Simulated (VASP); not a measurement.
Input of a VASP 6.6.1 run:

File INCAR:

```
ALGO = Normal
EDIFF = 1E-7
ENCUT = 520
GGA = PS
ISIF = 2
ISMEAR = 0
LASPH = True
LCHARG = True
LELF = True
LREAL = False
LVHAR = True
LWAVE = False
NBANDS = 14
NELM = 80
PREC = Accurate
SIGMA = 0.15
```

Contents of KPOINTS:

```
k-points
0
Gamma
  14 14 14
```

Contents of POSCAR:

```
ScAl
1.0
    3.3197937355      0.0000000000      0.0000000000
    0.0000000000      3.3197937355      0.0000000000
    0.0000000000      0.0000000000      3.3197937355
Sc Al
1 1
Direct
    0.5000000000      0.5000000000      0.5000000000
    0.0000000000      0.0000000000      0.0000000000
```

Potentials or basis: VASP PAW PBE potentials, release 64 (Sc_sv, Al).

The run is started by

```sh
$ cat potpaw_PBE.64/Sc_sv/POTCAR potpaw_PBE.64/Al/POTCAR > POTCAR
$ mpirun -np 1 vasp_std > vasp.out
```

Task: Estimate the pressure.

Result: 2.0 GPa.

Task: Estimate the band gap on the k mesh.

Result: Zero (band 7 reaches 6.63 eV, above the bottom of band 8 at 5.46 eV).

Caveat: the cell differs from its parent crystal (strain -0.015 along x and y, -0.015 along z); the PAW data sets were made with another functional, which shifts forces and pressure a little.
